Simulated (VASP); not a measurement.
Mg3Cd2Te3, 8 atoms in the cell. Symmetry: P6/mmm, No. 191, hexagonal system. The conventional cell has a = 5.681 Å, b = 5.681 Å, c = 8.307 Å, α = 90.00°, β = 90.00°, γ = 120.00°. Mg (site symmetry -6m2) has 3 Mg at 3.28 Å and 5 Te at 3.28 to 4.15 Å and 6 Cd at 3.79 Å within 4.3 Å. Within 3.0 Å of Mg (site symmetry 6/mmm) lie 2 Cd at 2.25 Å. Cd (site symmetry 6mm) has 1 Te at 1.90 Å and 1 Mg at 2.25 Å within 2.5 Å. Within 4.3 Å of Te (site symmetry -6m2) lie 3 Te at 3.28 Å and 5 Mg at 3.28 to 4.15 Å and 6 Cd at 3.98 Å. Te (site symmetry 6/mmm) has 2 Cd at 1.90 Å within 2.5 Å. The cell was generated, and may not be a known phase.

- Program: VASP 6.6.1
- Task: relaxation of cell and atoms
- Functional: PBE
- Potentials or basis: VASP PAW PBE potentials, release 64 (Mg, Cd, Te)
- Cutoff: 600 eV
- k mesh: 3 × 3 × 2
- Occupations: gaussian, width 0.2 eV
- Spin: no spin polarisation
- Dipole correction: no
- Further INCAR settings: ALGO = Normal; EDIFF = 1e-06; IBRION = 2; EDIFFG = -0.08; NSW = 36; ISIF = 3

Potentials or basis: VASP PAW PBE potentials, release 64 (Mg, Cd, Te).

The run is started by

```bash
$ cat potpaw_PBE.64/Mg/POTCAR potpaw_PBE.64/Cd/POTCAR potpaw_PBE.64/Te/POTCAR > POTCAR
$ mpirun -np 1 vasp_std > vasp.out
```

Hardware: 1 thread of Intel(R) Xeon(R) 6975P-C (Granite Rapids), on a shared host.

Estimate the wall time of this run.

Run time: 9.7 min on 1 thread of Intel(R) Xeon(R) 6975P-C (Granite Rapids), with other jobs on the host, peak memory 0.46 GiB. Counts: scf iterations 248, k points 6, ion steps 21.
